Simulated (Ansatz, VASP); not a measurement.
## Two plane-wave programs on Mn

The input INCAR:

```
SYSTEM = Mn
  PREC = Accurate
  ENCUT = 400
  EDIFF = 1E-6
  ISMEAR = -1
  SIGMA = 0.1
  LREAL = .False.
  LASPH = .True.
  NELM = 200
  ALGO = Normal
  ISIF = 2
  LWAVE = .False.
  LCHARG = .False.
  ISPIN = 2
  MAGMOM = 5
  LORBIT = 11
  LMAXMIX = 4
  GGA = PE
  NBANDS = 16
  GGA_COMPAT = .False.
```

Contents of KPOINTS:

```
Automatic mesh
0
Gamma
  1 1 1
  0 0 0
```

Contents of POSCAR:

```
Mn
1.0
    9.0000000000      0.0000000000      0.0000000000
    0.0000000000      9.3000000000      0.0000000000
    0.0000000000      0.0000000000      9.6000000000
Mn
1
Direct
    0.4972325500      0.4977741400      0.5013493200
```

Input for Ansatz:

```yaml
crystal:
  lattice:
    - [9, 0, 0]
    - [0.0, 9.3, 0.0]
    - [0.0, 0.0, 9.6]
  atoms:
    - { symbol: Mn, position: [0.49723255, 0.49777414, 0.50134932], spin: 5 }
kpoints:
  mp_grid: { grid: [1, 1, 1] }
hamiltonian:
  xc: pbe
  pseudopotentials: { kind: paw }
output:
  forces: true
magnetization:
  spin_polarized: true
scf:
  occupations: { method: fermi_dirac, width: 0.1 }
```

Alike in both runs: task single point; functional PBE; k mesh 1 × 1 × 1; occupations fermi-dirac, width 0.1 eV; collinear spin.

|  | VASP | Ansatz |
| --- | --- | --- |
| version | VASP 6.6.1 | Ansatz 0.2 development build |
| potentials or method | VASP PAW PBE potentials, release 64 (Mn_pv) | PAW hard, scalar-relativistic |
| plane-wave cutoff (eV) | 400 | 720 |

```tsv
	VASP	Ansatz	Ansatz less VASP
net moment per atom (μB)	5.00	5.00	0.000
size of the moment on the site where the two differ most (μB)	4.66	5.01	+0.353
```

Site moments also hang on the region over which each program counts them.
